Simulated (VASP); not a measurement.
# BN (P6_3mc) in VASP: further runs

Aim: see how the results for BN move with the level of theory and the settings. Levels: BLYP+D3(BJ), BLYP+D4, revPBE+D3(BJ), revPBE+D4, RPBE+D4. Tasks: single point.

Everything below comes from runs of VASP 6.6.1. Logs are shortened: lines on timing, memory, paths and dates and some standing lists are left out, and cuts for length are marked.

### 1 The cell of the first run

The structure is hexagonal, space group P6_3mc (No. 186). The conventional cell has a = 2.545 Å, b = 2.545 Å, c = 4.210 Å, α = 90.00°, β = 90.00°, γ = 120.00°. Within 2.1 Å of N (site symmetry 3m) lie 4 B at 1.56 to 1.58 Å. B (site symmetry 3m) has 4 N at 1.56 to 1.58 Å within 2.1 Å.

### 2 Single point, BLYP+D3(BJ)

Input file INCAR:

```
SYSTEM = BN
  PREC = Accurate
  ENCUT = 520
  EDIFF = 1E-7
  ISMEAR = -1
  SIGMA = 0.05
  LREAL = .False.
  LASPH = .True.
  NELM = 60
  ALGO = Normal
  ISIF = 2
  LWAVE = .False.
  LCHARG = .False.
  GGA = B5
  ALDAX = 1.0
  AGGAX = 1.0
  AGGAC = 1.0
  ALDAC = 0.0
  IVDW = 12
  VDW_S6 = 1.0
  VDW_S8 = 2.6996
  VDW_A1 = 0.4298
  VDW_A2 = 4.2359
  NBANDS = 16
```

Input file KPOINTS:

```
Automatic mesh
0
Gamma
  12 12 6
  0 0 0
```

Input file POSCAR:

```
BN
1.0
    2.5450955857      0.0000000000      0.0000000000
   -1.2725477929      2.2041174322      0.0000000000
    0.0000000000      0.0000000000      4.2097830425
N B
2 2
Direct
    0.3333333333      0.6666666667      0.1251630776
    0.6666666667      0.3333333333      0.6251630776
    0.3333333333      0.6666666667      0.4998369224
    0.6666666667      0.3333333333      0.9998369224
```

Potentials or basis: VASP PAW PBE potentials, release 64 (N, B).

Launch:

```sh
> cat potpaw_PBE.64/N/POTCAR potpaw_PBE.64/B/POTCAR > POTCAR
> mpirun -np 1 vasp_std > vasp.out
```

OUTCAR:

```text
SYSTEM = BN
   PREC = Accurate
   ENCUT = 520
   EDIFF = 1E-7
   ISMEAR = -1
   LREAL = .False.
   LASPH = .True.
   NELM = 60
   ISIF = 2
   GGA = B5
   IVDW = 12
 IVDW          = 12

 ion  position               nearest neighbor table
   1  0.333  0.667  0.125-   4 1.56   4 1.56   4 1.56   3 1.58
   2  0.667  0.333  0.625-   3 1.56   3 1.56   3 1.56   4 1.58
   3  0.333  0.667  0.500-   2 1.56   2 1.56   2 1.56   1 1.58
   4  0.667  0.333  1.000-   1 1.56   1 1.56   1 1.56   2 1.58

  LATTYP: Found a hexagonal cell.
 ALAT       =     2.5450955857
 C/A-ratio  =     1.6540765958

  Lattice vectors:

 A1 = (   2.5450955857,   0.0000000000,   0.0000000000)
 A2 = (  -1.2725477929,   2.2041174322,   0.0000000000)
 A3 = (   0.0000000000,   0.0000000000,   4.2097830425)

Analysis of symmetry for initial positions (statically):
=====================================================================
 Subroutine PRICEL returns:
 Original cell was already a primitive cell.

 Routine SETGRP: Setting up the symmetry group for a
 hexagonal supercell.

 Subroutine GETGRP returns: Found 12 space group operations
 (whereof  6 operations were pure point group operations)
 out of a pool of 24 trial point group operations.

The static configuration has the point symmetry C_3v.
 The point group associated with its full space group is C_6v.

Analysis of symmetry for dynamics (positions and initial velocities):
=====================================================================
 Subroutine PRICEL returns:
 Original cell was already a primitive cell.

 Routine SETGRP: Setting up the symmetry group for a
 hexagonal supercell.

 Subroutine GETGRP returns: Found 12 space group operations
 (whereof  6 operations were pure point group operations)
 out of a pool of 24 trial point group operations.

The dynamic configuration has the point symmetry C_3v.
 The point group associated with its full space group is C_6v.

 Subroutine INISYM returns: Found 12 space group operations
 (whereof  6 operations are pure point group operations),
 and found     1 'primitive' translations

----------------------------------------------------------------------------------------

                                     Primitive cell

  volume of cell :      23.6156

  direct lattice vectors                    reciprocal lattice vectors
     2.545095586  0.000000000  0.000000000     0.392912551  0.226848167  0.000000000
    -1.272547793  2.204117432  0.000000000     0.000000000  0.453696335  0.000000000
     0.000000000  0.000000000  4.209783042     0.000000000  0.000000000  0.237541933

  length of vectors
     2.545095586  2.545095586  4.209783042     0.453696335  0.453696335  0.237541933

  position of ions in fractional coordinates (direct lattice)
     0.333333333  0.666666667  0.125163078
     0.666666667  0.333333333  0.625163078
     0.333333333  0.666666667  0.499836922
     0.666666667  0.333333333  0.999836922

  ion indices of the primitive-cell ions
   primitive index   ion index
                 1           1
                 2           2
                 3           3
                 4           4

----------------------------------------------------------------------------------------

 KPOINTS: Automatic mesh

Automatic generation of k-mesh.
 Grid dimensions read from file:
 generate k-points for:   12   12    6

 Generating k-lattice:

  Cartesian coordinates                     Fractional coordinates (reciprocal lattice)
     0.032742713  0.018904014  0.000000000     0.083333333  0.000000000  0.000000000
     0.000000000  0.037808028  0.000000000     0.000000000  0.083333333  0.000000000
     0.000000000  0.000000000  0.039590322     0.000000000  0.000000000  0.166666667

  Length of vectors
     0.037808028  0.037808028  0.039590322

  Shift w.r.t. Gamma in fractional coordinates (k-lattice)
     0.000000000  0.000000000  0.000000000

 Subroutine IBZKPT returns following result:
 ===========================================

 Found     76 irreducible k-points:

 Following reciprocal coordinates:
            Coordinates               Weight
  0.000000  0.000000  0.000000      1.000000
  0.083333  0.000000  0.000000      6.000000
  0.166667  0.000000  0.000000      6.000000
  0.250000  0.000000  0.000000      6.000000
  0.333333  0.000000  0.000000      6.000000
  0.416667  0.000000  0.000000      6.000000
[... 16 lines left out ...]
  0.250000  0.000000  0.166667     12.000000
  0.333333  0.000000  0.166667     12.000000
 [... further k-points ...]
   k-points           NKPTS =     76   k-points in BZ     NKDIM =     76   number of bands    NBANDS=     16
   number of dos      NEDOS =    301   number of ions     NIONS =      4
   total plane-waves  NPLWV =  12800
   dimension x,y,z NGX =    20 NGY =   20 NGZ =   32
   dimension x,y,z NGXF=    40 NGYF=   40 NGZF=   64
   ions per type =               2   2
   NGX,Y,Z   is equivalent  to a cutoff of  13.06, 13.06, 12.64 a.u.
   NGXF,Y,Z  is equivalent  to a cutoff of  26.13, 26.13, 25.27 a.u.
 SYSTEM =  BN
   PREC   = accura    normal or accurate (medium, high low for compatibility)
   ISTART =      0    job   : 0-new  1-cont  2-samecut
   ICHARG =      2    charge: 1-file 2-atom 10-const
   ISPIN  =      1    spin polarized calculation?
   LNONCOLLINEAR =      F non collinear calculations
   LSORBIT =      F    spin-orbit coupling
   LASPH  =      T    aspherical Exc in radial PAW
   ENCUT  =  520.0 eV  38.22 Ry    6.18 a.u.   4.73  4.73  7.83*2*pi/ulx,y,z
   NELM   =     60;   NELMIN=  2; NELMDL= -5     # of ELM steps
   EDIFF  = 0.1E-06   stopping-criterion for ELM
   LREAL  =      F    real-space projection
   EDIFFG = 0.1E-05   stopping-criterion for IOM
   NSW    =      0    number of steps for IOM
   IBRION =     -1    ionic relax: 0-MD 1-quasi-New 2-CG
   NFREE  =      0    steps in history (QN), initial steepest desc. (CG)
   ISIF   =      2    stress and relaxation
   ISYM   =      2    0-nonsym 1-usesym 2-fastsym
   POTIM  = 0.5000    time-step for ionic-motion
   TEBEG  =    0.0;   TEEND  =   0.0 temperature during run
   PSTRESS=    0.0 pullay stress
   NELECT =      16.0000    total number of electrons
   NUPDOWN=      -1.0000    fix difference up-down
   EMIN   =  10.00;   EMAX   =-10.00  energy-range for DOS
   EFERMI =   0.00;   METHOD = LEGACY
   ISMEAR =    -1;   SIGMA  =   0.05  broadening in eV -4-tet -1-fermi 0-gaus
   EFERMI_NEDOS =   21; number of points for ismear=-14 and -15
   IALGO  =     38    algorithm
   IMIX   =      4    mixing-type and parameters
     AMIX     =   0.40;   BMIX     =  1.00
     AMIX_MAG =   1.60;   BMIX_MAG =  1.00
  volume/ion in A,a.u.               =       5.90        39.84
  Fermi-wavevector in a.u.,A,eV,Ry     =   1.437856  2.717153 28.129080  2.067429
  Thomas-Fermi vector in A             =   2.556887
   LORBIT       =      0    0 simple, 1 ext, 2 COOP (PROOUT), +10 PAW based schemes
   GGA     = B5    functional components
   LHFCALC =     F    Hartree Fock is set to
   AEXX    =    0.0000 exact exchange contribution
   IVDW    =    12    specifies the selected vdW correction
   LEPSILON=     F    determine dielectric tensor
   LRPA    =     F    only Hartree local field effects (RPA)
 non-spin polarized calculation
  energy-cutoff  :      520.00
  volume of cell :       23.62
 maximum number of plane-waves:       652
 NGX is ok and might be reduce to    20
   NGX =  9   NGY =  9   NGZ = 15

 number of electron      16.0000000 magnetization

 Free energy of the ion-electron system (eV)
  ---------------------------------------------------
  ext. energy  EPLUGINS =         0.00000000
  ---------------------------------------------------
  free energy    TOTEN  =       -32.72043928 eV

  energy without entropy =      -32.72043928  energy(sigma->0) =      -32.72043928

 E-fermi :   8.7902     XC(G=0): -12.1221

 val. band max:        7.8819260573   @ k =   0.0000   0.0000   0.0000
 cond. band min:      13.4753592348   @ k =   0.3333   0.3333   0.0000
 fundamental gap:      5.5934331775
 Fermi energy:         8.7901687310

 k-point     1 :       0.0000    0.0000    0.0000
  band No.  band energies     occupation
      1     -12.3056      2.00000
      2      -8.2216      2.00000
      3      -2.8049      2.00000
      4       5.7907      2.00000
      5       5.7907      2.00000
      6       7.6264      2.00000
[... 8 lines left out ...]
     15      19.8900      0.00000
     16      24.2846      0.00000

 k-point     2 :       0.0833    0.0000    0.0000
  band No.  band energies     occupation
      1     -12.1559      2.00000
      2      -8.1073      2.00000
      3      -2.6574      2.00000
      4       5.1203      2.00000
      5       5.5157      2.00000
      6       7.3230      2.00000
[... 8 lines left out ...]
     15      20.3221      0.00000
     16      24.0650      0.00000

 k-point     3 :       0.1667    0.0000    0.0000
  band No.  band energies     occupation
      1     -11.7118      2.00000
      2      -7.7805      2.00000
      3      -2.2202      2.00000
      4       3.4990      2.00000
      5       4.8674      2.00000
      6       5.9404      2.00000
[... 8 lines left out ...]
     15      21.4491      0.00000
     16      23.4509      0.00000

 k-point     4 :       0.2500    0.0000    0.0000
  band No.  band energies     occupation
      1     -10.9907      2.00000
      2      -7.3035      2.00000
      3      -1.5151      2.00000
      4       1.5691      2.00000
      5       4.1380      2.00000
      6       4.2036      2.00000
[... 8 lines left out ...]
     15      22.9092      0.00000
     16      23.4694      0.00000

 k-point     5 :       0.3333    0.0000    0.0000
  band No.  band energies     occupation
      1     -10.0356      2.00000
      2      -6.8420      2.00000
      3      -0.6034      2.00000
      4      -0.1542      2.00000
      5       2.4636      2.00000
      6       3.5222      2.00000
[... 8 lines left out ...]
     15      23.7500      0.00000
     16      24.3212      0.00000

 k-point     6 :       0.4167    0.0000    0.0000
  band No.  band energies     occupation
      1      -8.9620      2.00000
      2      -6.7422      2.00000
      3      -1.2117      2.00000
      4       0.3528      2.00000
      5       1.0726      2.00000
      6       3.1215      2.00000
[... 8 lines left out ...]
     15      24.2691      0.00000
     16      25.3364      0.00000
[... 267 lines left out ...]
 k-point    21 :       0.0833    0.0000    0.1667
  band No.  band energies     occupation
      1     -11.9921      2.00000
      2      -8.6483      2.00000
      3      -1.8322      2.00000
      4       5.2425      2.00000
      5       5.6364      2.00000
      6       6.5829      2.00000
[... 8 lines left out ...]
     15      20.0185      0.00000
     16      23.7204      0.00000

 k-point    22 :       0.1667    0.0000    0.1667
  band No.  band energies     occupation
      1     -11.5503      2.00000
      2      -8.2931      2.00000
      3      -1.4478      2.00000
      4       3.6418      2.00000
      5       4.9969      2.00000
      6       5.5126      2.00000
[... 8 lines left out ...]
     15      21.1401      0.00000
     16      23.3705      0.00000

 k-point    23 :       0.2500    0.0000    0.1667
  band No.  band energies     occupation
      1     -10.8345      2.00000
      2      -7.7585      2.00000
      3      -0.8883      2.00000
      4       1.7856      2.00000
      5       3.7812      2.00000
      6       4.2748      2.00000
[... 8 lines left out ...]
     15      22.5791      0.00000
     16      23.5045      0.00000

 k-point    24 :       0.3333    0.0000    0.1667
  band No.  band energies     occupation
      1      -9.8895      2.00000
      2      -7.1869      2.00000
      3      -0.7495      2.00000
      4       0.6751      2.00000
      5       2.0301      2.00000
      6       3.6636      2.00000
[... 8 lines left out ...]
     15      23.9447      0.00000
     16      24.2942      0.00000

 [... further k-points ...]

------------------------ aborting loop because EDIFF is reached ----------------------------------------

 Edisp (eV)   -1.62890

 E8    (eV) :    -0.9847

  FORCE on cell =-STRESS in cart. coord.  units (eV):
  Direction    XX          YY          ZZ          XY          YZ          ZX
  --------------------------------------------------------------------------------------
  -------------------------------------------------------------------------------------
  Total       0.00673     0.00673     0.00023    -0.00000     0.00000     0.00000
  in kB       0.45672     0.45672     0.01541    -0.00000     0.00000     0.00000
  external pressure =        0.31 kB  Pullay stress =        0.00 kB

 VOLUME and BASIS-vectors are now :
 -----------------------------------------------------------------------------
  energy-cutoff  :      520.00
  volume of cell :       23.62
      direct lattice vectors                 reciprocal lattice vectors
     2.545095586  0.000000000  0.000000000     0.392912551  0.226848167  0.000000000
    -1.272547793  2.204117432  0.000000000     0.000000000  0.453696335  0.000000000
     0.000000000  0.000000000  4.209783042     0.000000000  0.000000000  0.237541933

 POSITION                                       TOTAL-FORCE (eV/Angst)
 -----------------------------------------------------------------------------------
     -0.00000      1.46941      0.52691         0.000000     -0.000000     -0.001880
      1.27255      0.73471      2.63180         0.000000      0.000000     -0.001880
     -0.00000      1.46941      2.10420         0.000000      0.000000      0.001880
      1.27255      0.73471      4.20910        -0.000000      0.000000      0.001880
 -----------------------------------------------------------------------------------
    total drift:                               -0.000000      0.000000      0.000283

  FREE ENERGIE OF THE ION-ELECTRON SYSTEM (eV)
  ---------------------------------------------------
  free  energy   TOTEN  =       -34.3493428040 eV

  energy  without entropy=      -34.3493428039  energy(sigma->0) =      -34.34934280
```

It took 55 s on 1 thread of Intel Xeon Platinum 8488C (Sapphire Rapids), shared host; peak memory 0.16 GiB.

Results:

| Item | Value |
| --- | --- |
| Free energy | -34.3493 eV |
| Pressure | 0.0 GPa |
| Band gap on the k mesh | 5.59 eV, indirect (least direct gap 8.47 eV) |
| Dispersion energy per atom | -0.407 eV |

Levels at points of the mesh, in eV from the valence-band top:
| k point | band 6 | band 7 | band 8 | band 9 | band 10 | band 11 |
| --- | --- | --- | --- | --- | --- | --- |
| (0.00, 0.00, 0.00) | -0.26 | 0.00 | 0.00 | 8.51 | 8.51 | 8.76 |
| (0.50, 0.00, 0.00) | -4.90 | -4.27 | -2.09 | 7.07 | 8.27 | 10.79 |
| (0.00, 0.00, 0.50) | -1.16 | -1.16 | -1.16 | 9.72 | 9.72 | 10.07 |
| (0.50, 0.00, 0.50) | -3.70 | -3.51 | -3.51 | 6.95 | 6.95 | 10.30 |

Caveat: the PAW data sets were made with another functional, which shifts forces and pressure a little. A k mesh can miss the band edges.

### 3 Single point, BLYP+D4

Input file INCAR:

```
  PREC = Accurate
  ENCUT = 520
  EDIFF = 1E-6
  ISMEAR = -1
  SIGMA = 0.05
  LREAL = False
  LASPH = True
  NELM = 60
  ALGO = Normal
  ISIF = 2
  LWAVE = False
  LCHARG = False
  GGA = B5
  ALDAX = 1.0
  AGGAX = 1.0
  AGGAC = 1.0
  ALDAC = 0.0
  IVDW = 13
  VDW_S6 = 1.0
  VDW_S8 = 2.34076671
  VDW_A1 = 0.44488865
  VDW_A2 = 4.0933009
  NBANDS = 16
```

Input file KPOINTS:

```
regular mesh
0
Gamma
  12 12 6
```

Input file POSCAR:

```
BN
1.0
    2.5440191099      0.0000000000      0.0000000000
   -1.2720095550      2.2031851769      0.0000000000
    0.0000000000      0.0000000000      4.2079648154
N B
2 2
Direct
    0.3333333333      0.6666666667      0.1251671259
    0.6666666667      0.3333333333      0.6251671259
    0.3333333333      0.6666666667      0.4998328741
    0.6666666667      0.3333333333      0.9998328741
```

Potentials or basis: VASP PAW PBE potentials, release 64 (N, B).

Launch:

```sh
> cat potpaw_PBE.64/N/POTCAR potpaw_PBE.64/B/POTCAR > POTCAR
> mpirun -np 1 vasp_std > vasp.out
```

It took 58 s on 1 thread of Intel Xeon Platinum 8488C (Sapphire Rapids), shared host; peak memory 0.14 GiB.

It converged, with:

* Free energy: -34.5810 eV
* Pressure: 0.0 GPa
* Largest force: 0.003 eV/Å
* Band gap on the k mesh: 5.59 eV, indirect (least direct gap 8.47 eV)
* Dispersion energy per atom: -0.466 eV

Forces on the atoms (eV/Å):
```
N    0.000  0.000 -0.003
N    0.000  0.000 -0.003
B    0.000  0.000  0.003
B    0.000  0.000  0.003
```

Levels at points of the mesh, in eV from the valence-band top:
| k point | band 6 | band 7 | band 8 | band 9 | band 10 | band 11 |
| --- | --- | --- | --- | --- | --- | --- |
| (0.00, 0.00, 0.00) | -0.26 | 0.00 | 0.00 | 8.52 | 8.52 | 8.77 |
| (0.50, 0.00, 0.00) | -4.91 | -4.28 | -2.09 | 7.08 | 8.28 | 10.80 |
| (0.00, 0.00, 0.50) | -1.16 | -1.16 | -1.16 | 9.74 | 9.74 | 10.07 |
| (0.50, 0.00, 0.50) | -3.71 | -3.51 | -3.51 | 6.96 | 6.96 | 10.31 |

Caveat: the PAW data sets were made with another functional, which shifts forces and pressure a little.

[end of part 1 of 2]
